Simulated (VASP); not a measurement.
# Zn16N (a cell with a defect) in VASP: single point with PBE

Aim: the single point of Zn16N (a cell with a defect) with PBE.

All numbers are computed with VASP 6.6.1; they aren't measurements. Logs are shortened: lines on timing, memory, paths and dates and some standing lists are left out, and cuts for length are marked.

## Step 1: The cell of the first run

The cell holds a defect, 17 atoms: a = 6.805 Å, b = 6.805 Å, c = 6.805 Å, α = 109.47°, β = 109.47°, γ = 109.47°.

## Step 2: Single point, PBE

INCAR reads:

```
PREC = Accurate ; ENCUT = 520
EDIFF = 1E-6 ; ISMEAR = 0
SIGMA = 0.1 ; LREAL = Auto
LASPH = True ; NELM = 60
ALGO = Normal ; ISIF = 2
LWAVE = False ; LCHARG = True
GGA = PE ; LELF = True
LVHAR = True ; NBANDS = 112
```

KPOINTS reads:

```
Automatic mesh
0
Gamma
  4 4 4
  0.5 0.5 0.5
```

POSCAR reads:

```
Zn16N
1.0
    3.9288069991      3.9288069991      3.9288069991
   -3.9288069991      3.9288069991     -3.9288069991
   -3.9288069991     -3.9288069991      3.9288069991
Zn N
16 1
Direct
   -0.0605360610     -0.0190472579     -0.0190499304
   -0.0002491851      0.7486924149      0.2599081605
    0.2500003182      0.7379354600      0.0047263711
    0.0155491222      0.4998915703      0.4998804982
    0.2500013363      0.4954708899      0.2399403942
    0.5002508396      0.5101700085     -0.0010660997
   -0.0002482942      0.2599193598      0.7486843972
    0.2500012091      0.2399549024      0.4954733079
    0.5605392427      0.2914929393      0.2914882305
    0.7575494293      0.2596392493      0.0018641791
    0.2500015909      0.0047298073      0.7379167520
    0.5002504578     -0.0010569366      0.5101571547
    0.7575479021      0.0018738513      0.2596318680
    0.4844535505      0.7343453116      0.7343332214
    0.7424538799      0.7520926838      0.4943162137
    0.7424551526      0.4943266494      0.7520855569
    0.2500022272      0.0312975415      0.0312783244
```

Potentials or basis: VASP PAW PBE potentials, release 64 (Zn, N).

Started as:

```console
cat potpaw_PBE.64/Zn/POTCAR potpaw_PBE.64/N/POTCAR > POTCAR
mpirun -np 1 vasp_std > vasp.out
```

OUTCAR:

```text
PREC = Accurate
   ENCUT = 520
   EDIFF = 1E-6
   ISMEAR = 0
   LREAL = Auto
   LASPH = True
   NELM = 60
   ISIF = 2
   GGA = PE

 ion  position               nearest neighbor table
   1  0.939  0.981  0.981-  17 1.91  14 2.53  13 2.58  10 2.58  16 2.72  15 2.72   2 2.86   7 2.86
                             5 2.88   8 2.88
   2  1.000  0.749  0.260-  11 2.66   4 2.72  10 2.72   8 2.73  15 2.73  13 2.75   6 2.78  12 2.78
                             5 2.80   3 2.81  16 2.82   1 2.86
   3  0.250  0.738  0.005-  17 1.94   5 2.65   6 2.66   7 2.66   4 2.81  14 2.81  12 2.81   2 2.81
                            16 2.82  13 2.82  11 2.96
   4  0.016  0.500  0.500-   9 2.53  14 2.61   2 2.72   7 2.72   8 2.75   5 2.75  10 2.77  13 2.77
                            11 2.81   3 2.81  15 2.92  16 2.92
   5  0.250  0.495  0.240-   3 2.65   7 2.73   6 2.73  10 2.74  15 2.74   4 2.75  14 2.75   2 2.80
                            12 2.80   8 2.84   9 2.88   1 2.88
   6  0.500  0.510  0.999-   3 2.66  14 2.72  16 2.72   5 2.73  13 2.73  15 2.75   2 2.78   7 2.78
                             8 2.80  11 2.81  10 2.82   9 2.86
   7  1.000  0.260  0.749-   3 2.66   4 2.72  13 2.72   5 2.73  16 2.73  10 2.75  12 2.78   6 2.78
                             8 2.80  11 2.81  15 2.82   1 2.86
   8  0.250  0.240  0.495-  11 2.65  12 2.73   2 2.73  13 2.74  16 2.74   4 2.75  14 2.75   7 2.80
                             6 2.80   5 2.84   1 2.88   9 2.88
   9  0.561  0.291  0.291-  17 1.91   4 2.53  16 2.58  15 2.58  13 2.72  10 2.72  12 2.86   6 2.86
                             5 2.88   8 2.88
  10  0.758  0.260  0.002-   1 2.58  16 2.69   2 2.72   9 2.72  12 2.73   5 2.74   7 2.75   4 2.77
                            11 2.82   6 2.82  13 2.86  14 2.92
  11  0.250  0.005  0.738-  17 1.94   8 2.65  12 2.66   2 2.66  14 2.81   4 2.81   7 2.81   6 2.81
                            15 2.82  10 2.82   3 2.96
  12  0.500  0.999  0.510-  11 2.66  14 2.72  15 2.72   8 2.73  10 2.73  16 2.75   7 2.78   2 2.78
                             5 2.80   3 2.81  13 2.82   9 2.86
  13  0.758  0.002  0.260-   1 2.58  15 2.69   7 2.72   9 2.72   6 2.73   8 2.74   2 2.75   4 2.77
                             3 2.82  12 2.82  10 2.86  14 2.92
  14  0.484  0.734  0.734-   1 2.53   4 2.61  12 2.72   6 2.72   8 2.75   5 2.75  15 2.77  16 2.77
                            11 2.81   3 2.81  10 2.92  13 2.92
  15  0.742  0.752  0.494-   9 2.58  13 2.69  12 2.72   1 2.72   2 2.73   5 2.74   6 2.75  14 2.77
                            11 2.82   7 2.82  16 2.86   4 2.92
  16  0.742  0.494  0.752-   9 2.58  10 2.69   6 2.72   1 2.72   7 2.73   8 2.74  12 2.75  14 2.77
                             3 2.82   2 2.82  15 2.86   4 2.92
  17  0.250  0.031  0.031-   9 1.91   1 1.91  11 1.94   3 1.94

  LATTYP: Found a body centered cubic cell.
 ALAT       =     7.8576139982

  Lattice vectors:

 A1 = (   3.9288069991,   3.9288069991,   3.9288069991)
 A2 = (  -3.9288069991,   3.9288069991,  -3.9288069991)
 A3 = (  -3.9288069991,  -3.9288069991,   3.9288069991)

Analysis of symmetry for initial positions (statically):
=====================================================================
[... 169 lines left out ...]
   IMIX   =      4    mixing-type and parameters
     AMIX     =   0.40;   BMIX     =  1.00
     AMIX_MAG =   1.60;   BMIX_MAG =  1.00
  volume/ion in A,a.u.               =      14.27        96.29
  Fermi-wavevector in a.u.,A,eV,Ry     =   1.527389  2.886346 31.741249  2.332916
  Thomas-Fermi vector in A             =   2.635292
   LORBIT       =      0    0 simple, 1 ext, 2 COOP (PROOUT), +10 PAW based schemes
   GGA     = PE    functional components
   LHFCALC =     F    Hartree Fock is set to
   AEXX    =    0.0000 exact exchange contribution
   IVDW    =     0    specifies the selected vdW correction
   LEPSILON=     F    determine dielectric tensor
   LRPA    =     F    only Hartree local field effects (RPA)
 non-spin polarized calculation
 Gauss-broadening in eV      SIGMA  =   0.10
  energy-cutoff  :      520.00
  volume of cell :      242.57
 maximum number of plane-waves:      6564
 NGX is ok and might be reduce to    54
   NGX = 25   NGY = 25   NGZ = 25

 number of electron     197.0000001 magnetization

 Free energy of the ion-electron system (eV)
  ---------------------------------------------------
  ext. energy  EPLUGINS =         0.00000000
  ---------------------------------------------------
  free energy    TOTEN  =       -23.89826577 eV

  energy without entropy =      -23.87524590  energy(sigma->0) =      -23.88675584

 E-fermi :   3.2505     XC(G=0): -11.7256

 val. band max:        3.1854712484   @ k =  -0.3750   0.3750   0.3750
 cond. band min:       3.2832901045   @ k =  -0.3750   0.3750   0.1250
 fundamental gap:      0.0978188561
 Fermi energy:         3.2504606046

 k-point     1 :       0.1250    0.1250    0.1250
  band No.  band energies     occupation
      1     -11.6243      2.00000
      2      -6.5086      2.00000
      3      -5.1467      2.00000
      4      -5.0992      2.00000
      5      -5.0495      2.00000
      6      -5.0104      2.00000
[... 2249 lines left out ...]
    109       6.2868      0.00000
    110       6.6866      0.00000
 [bands above 110 left out]

------------------------ aborting loop because EDIFF is reached ----------------------------------------

  FORCE on cell =-STRESS in cart. coord.  units (eV):
  Direction    XX          YY          ZZ          XY          YZ          ZX
  --------------------------------------------------------------------------------------
  -------------------------------------------------------------------------------------
  Total        7.3239055      7.6720371      7.6720371      0.0001561      0.3750511     -0.0001561
  in kB       48.3739149     50.6733014     50.6733014      0.0010308      2.4771880     -0.0010312
  external PRESSURE =      49.9068392 kB  Pullay stress =       0.0000000 kB

 VOLUME and BASIS-vectors are now :
 -----------------------------------------------------------------------------
  energy-cutoff  :      520.00
  volume of cell :      242.57
      direct lattice vectors                 reciprocal lattice vectors
     3.928806999  3.928806999  3.928806999     0.000000000  0.127265096  0.127265096
    -3.928806999  3.928806999 -3.928806999    -0.127265096  0.127265096  0.000000000
    -3.928806999 -3.928806999  3.928806999    -0.127265096  0.000000000  0.127265096

 POSITION                                       TOTAL-FORCE (eV/Angst)
 -----------------------------------------------------------------------------------
     -4.01696      3.69098      3.69096        -0.075484      0.067381      0.067351
     -0.03477      5.84817      2.00749        -0.025717      0.001407     -0.021556
     -1.93557      3.86284     -1.89843         0.124427     -0.087767      0.087767
     -3.86682      0.06113      0.06105         0.003327     -0.035830     -0.035828
     -1.90708      1.98614     -0.02172        -0.084738      0.005442     -0.005442
     -3.96359      0.04513      3.88565        -0.025743     -0.001424      0.021547
[... 9 lines left out ...]
     -1.97995      1.90428      3.92965        -0.032217      0.000274     -0.018223
      0.73636      0.98229      0.98213         0.296672     -0.000048      0.000048
 -----------------------------------------------------------------------------------
    total drift:                                0.000851      0.007646      0.007720

  FREE ENERGIE OF THE ION-ELECTRON SYSTEM (eV)
  ---------------------------------------------------
  free  energy   TOTEN  =       -23.8982657722 eV

  energy  without entropy=      -23.8752458983  energy(sigma->0) =      -23.88675584
```

OSZICAR:

```text
N       E                     dE             d eps       ncg     rms          rms(c)
DAV:   1     0.185187026177E+04    0.18519E+04   -0.89123E+04  4480   0.279E+03
DAV:   2     0.226270465136E+03   -0.16256E+04   -0.15913E+04  4480   0.647E+02
DAV:   3    -0.103861577133E+02   -0.23666E+03   -0.22936E+03  4512   0.207E+02
DAV:   4    -0.288572413349E+02   -0.18471E+02   -0.18081E+02  4984   0.552E+01
DAV:   5    -0.292708742670E+02   -0.41363E+00   -0.41266E+00  4752   0.660E+00    0.178E+01
DAV:   6    -0.237826243166E+02    0.54882E+01   -0.22379E+01  5888   0.447E+01    0.119E+01
DAV:   7    -0.239368365626E+02   -0.15421E+00   -0.11541E+01  4920   0.338E+01    0.828E+00
DAV:   8    -0.238892225866E+02    0.47614E-01   -0.17031E+00  5840   0.200E+01    0.384E+00
DAV:   9    -0.239015378871E+02   -0.12315E-01   -0.56455E-01  5208   0.567E+00    0.913E-01
DAV:  10    -0.238981626493E+02    0.33752E-02   -0.14654E-01  5008   0.436E+00    0.316E-01
DAV:  11    -0.238983916404E+02   -0.22899E-03   -0.15702E-02  4864   0.111E+00    0.237E-01
DAV:  12    -0.238984210459E+02   -0.29405E-04   -0.61105E-03  5136   0.196E+00    0.142E-01
DAV:  13    -0.238984092601E+02    0.11786E-04   -0.18538E-03  4992   0.212E-01    0.937E-02
DAV:  14    -0.238982762952E+02    0.13296E-03   -0.56196E-04  5184   0.604E-01    0.371E-02
DAV:  15    -0.238982563048E+02    0.19990E-04   -0.11533E-04  5296   0.268E-01    0.101E-02
DAV:  16    -0.238982656063E+02   -0.93014E-05   -0.10199E-04  4768   0.927E-02    0.136E-02
DAV:  17    -0.238982663244E+02   -0.71818E-06   -0.10015E-05  4544   0.195E-02    0.115E-02
DAV:  18    -0.238982657722E+02    0.55219E-06   -0.39142E-07  2304   0.125E-02
   1 F= -.23898266E+02 E0= -.23886756E+02  d E =-.230199E-01
```

It took 17 min on 1 thread of AMD EPYC 9R45 (Zen 5), shared host; peak memory 0.56 GiB.

What came out:

| Property | Result |
| --- | --- |
| Free energy | -23.8983 eV |
| Pressure | 5.0 GPa |
| Largest force | 0.297 eV/Å |
| Band gap on the k mesh | zero (an odd number of electrons rules out a gap without spin polarisation) |

Forces on the atoms (eV/Å):
```
Zn  -0.075  0.067  0.067
Zn  -0.026  0.001 -0.022
Zn   0.124 -0.088  0.088
Zn   0.003 -0.036 -0.036
Zn  -0.085  0.005 -0.005
Zn  -0.026 -0.001  0.022
Zn  -0.026 -0.022  0.001
Zn  -0.085 -0.005  0.005
Zn  -0.075 -0.067 -0.067
Zn  -0.032  0.000  0.018
Zn   0.124  0.088 -0.088
Zn  -0.026  0.022 -0.001
Zn  -0.032  0.018  0.000
Zn   0.003  0.036  0.036
Zn  -0.032 -0.018  0.000
Zn  -0.032  0.000 -0.018
N    0.297  0.000  0.000
```

Levels at points of the mesh, in eV from the Fermi level:
| k point | band 95 | band 96 | band 97 | band 98 | band 99 | band 100 | band 101 | band 102 | band 103 | band 104 |
| --- | --- | --- | --- | --- | --- | --- | --- | --- | --- | --- |
| (0.12, 0.12, 0.12) | -1.86 | -1.77 | -1.01 | -0.16 | -0.13 | 0.90 | 0.94 | 1.53 | 2.37 | 3.23 |

The gap in the log of VASP goes by the Fermi energy; the results here count the filled bands.